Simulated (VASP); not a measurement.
Write the native input for VASP 6.6.1 that does the following.

```yaml
Task: single point
Functional: r2SCAN
Potentials_or_basis: VASP PAW PBE potentials, release 64 (Fe, S)
Cutoff: 660 eV
k_mesh: 4 × 4 × 4
Occupations: gaussian, width 0.01 eV
Spin: no spin polarisation
Dipole_correction: no
Further_INCAR_settings: ALGO = Normal; EDIFF = 1e-06; NBANDS = 52
```

Crystal: FeS2.

```
Fe S
1.0
     5.29272    0.00000    0.00000
     0.00000    5.29272    0.00000
     0.00000    0.00000    5.29272
Fe S
4 8
Direct
  0.00000 0.50000 0.50000
  0.50000 0.50000 0.00000
  0.50000 0.00000 0.50000
  0.00000 0.00000 0.00000
  0.38499 0.11501 0.88499
  0.11501 0.88499 0.38499
  0.88499 0.38499 0.11501
  0.61501 0.61501 0.61501
  0.38499 0.38499 0.38499
  0.11501 0.61501 0.88499
  0.88499 0.11501 0.61501
  0.61501 0.88499 0.11501
```

The input as run:

POSCAR

```
FeS2
1.0
    5.2927152463      0.0000000000      0.0000000000
    0.0000000000      5.2927152463      0.0000000000
    0.0000000000      0.0000000000      5.2927152463
Fe S
4 8
Direct
    0.0000000000      0.5000000000      0.5000000000
    0.5000000000      0.5000000000      0.0000000000
    0.5000000000      0.0000000000      0.5000000000
    0.0000000000      0.0000000000      0.0000000000
    0.3849931412      0.1150068588      0.8849931412
    0.1150068588      0.8849931412      0.3849931412
    0.8849931412      0.3849931412      0.1150068588
    0.6150068588      0.6150068588      0.6150068588
    0.3849931412      0.3849931412      0.3849931412
    0.1150068588      0.6150068588      0.8849931412
    0.8849931412      0.1150068588      0.6150068588
    0.6150068588      0.8849931412      0.1150068588
```

INCAR.step1

```
PREC = Accurate
ENCUT = 660
ISMEAR = 0
SIGMA = 0.01
LREAL = False
LASPH = True
NELM = 120
NBANDS = 52
GGA = PE
ALGO = Normal
EDIFF = 1E-5
LWAVE = True
LCHARG = False
GGA_COMPAT = False
```

INCAR.step2

```
PREC = Accurate
ENCUT = 660
EDIFF = 1E-6
ISMEAR = 0
SIGMA = 0.01
LREAL = False
LASPH = True
NELM = 120
ALGO = Normal
ISIF = 2
LWAVE = False
LCHARG = False
METAGGA = R2SCAN
LMIXTAU = True
NBANDS = 52
ISTART = 1
GGA_COMPAT = False
```

KPOINTS

```
Automatic mesh
0
Gamma
  4 4 4
```

Potentials or basis: VASP PAW PBE potentials, release 64 (Fe, S).

Command:

```sh
$ cat potpaw_PBE.64/Fe/POTCAR potpaw_PBE.64/S/POTCAR > POTCAR
$ cp INCAR.step1 INCAR
$ mpirun -np 1 vasp_std > vasp.out
$ cp INCAR.step2 INCAR
$ mpirun -np 1 vasp_std > vasp.out
```

Results of the run:

```
Pressure               : 11.5 GPa
Largest force          : 0.088 eV/Å
Band gap on the k mesh : 0.93 eV (least direct gap 1.00 eV)
```

Caveat: the cell stands under pressure; the PAW data sets were made with another functional, which shifts forces and pressure a little.

Wall time 12 min on 1 thread of Intel Xeon 8259CL, on a shared host, peak memory 0.41 GiB.
